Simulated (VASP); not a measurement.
Crystal: Sn.

```
Sn
1.0
     3.20606    0.00000    0.00000
    -1.60303    2.77653    0.00000
     0.00000    0.00000    3.13386
Sn
1
Cartesian
  0.0000 0.0000 0.0000
```

This isn't the form of Sn at room conditions, which is tetragonal (white tin).

```yaml
Program: VASP 6.6.1
Task: relaxation of cell and atoms
Functional: r2SCAN
Potentials_or_basis: VASP PAW PBE potentials, release 64 (Sn_d)
Cutoff: 600 eV
k_mesh: 21 × 21 × 18
Occupations: gaussian, width 0.1 eV
Spin: no spin polarisation
```

At the start: pressure -0.4 GPa; volume 27.90 Å³/atom.

How do energy, volume and symmetry change on relaxing?

Over 6 steps the energy falls by 13.4 meV/atom and the volume is 27.55 Å³/atom (-1.2 %); space group P6/mmm (No. 191, to 0.1 Å) before and after.

Step by step:
| step | energy change (eV) | largest force (eV/Å) | pressure (GPa) | volume (Å³) |
| --- | --- | --- | --- | --- |
| 1 | 0.0000 | 0.0000 | -0.38 | 27.90 |
| 2 | -0.0133 | 0.0000 | -0.11 | 27.62 |
| 3 | -0.0134 | 0.0000 | -0.07 | 27.59 |
| 4 | -0.0134 | 0.0000 | -0.07 | 27.58 |
| 5 | -0.0134 | 0.0000 | 0.06 | 27.53 |
| 6 | -0.0134 | 0.0000 | -0.01 | 27.55 |

Final structure:
```
Sn
1.0
     3.23864    0.00000    0.00000
    -1.61932    2.80474    0.00000
     0.00000    0.00000    3.03329
Sn
1
Direct
  0.00000 0.00000 0.00000
```

Caveat: the PAW data sets were made with another functional, which shifts forces and pressure a little.
